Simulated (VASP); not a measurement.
A run of VASP 6.6.1 is set up as follows.

INCAR

```
SYSTEM = Pd
ALGO     = Normal         ! electronic algorithm
EDIFF    = 1E-7           ! SCF threshold, eV
ENCUT    = 520            ! plane-wave cutoff, eV
GGA      = PS             ! functional
ISIF     = 2              ! what is computed and relaxed
ISMEAR   = -1             ! smearing method
ISPIN    = 2              ! spin polarisation
LASPH    = .True.         ! aspherical terms in the spheres
LCHARG   = .True.         ! write CHGCAR
LELF     = .True.         ! ELF
LMAXMIX  = 4              ! l up to which the mixer works
LORBIT   = 11             ! projections on sites
LREAL    = .False.        ! projectors in reciprocal space
LVHAR    = .True.       
LWAVE    = .False.        ! write WAVECAR
MAGMOM   = 0.5 0.5        ! initial moments
NBANDS   = 21             ! bands
NELM     = 150            ! most SCF steps
PREC     = Accurate       ! precision mode
SIGMA    = 0.05           ! smearing width, eV
```

KPOINTS

```
k-points
0
Gamma
  15 15 8
  0 0 0
```

The input POSCAR:

```
Pd
1.0
    2.6036879418      0.0000000000      0.0000000000
   -1.3018439709      2.2548599011      0.0000000000
    0.0000000000      0.0000000000      4.3822123028
Pd
2
Direct
    0.3333333333      0.6666666667      0.2500000000
    0.6666666667      0.3333333333      0.7500000000
```

Potentials or basis: VASP PAW PBE potentials, release 64 (Pd).

Command:

```sh
$ cat potpaw_PBE.64/Pd/POTCAR > POTCAR
$ mpirun -np 1 vasp_std > vasp.out
```

Q: Estimate the band gap on the k mesh.

A: Zero (filled and empty bands overlap).

Q: What does it give for the pressure?

A: 35.9 GPa.

Q: What does it give for the net moment?

A: 0.00 μB per cell.

Stress tensor (GPa, compression positive):
```
36.66  0.00  0.00
 0.00 36.66  0.00
 0.00  0.00 34.50
```

Caveat: the cell stands under pressure; the PAW data sets were made with another functional, which shifts forces and pressure a little.
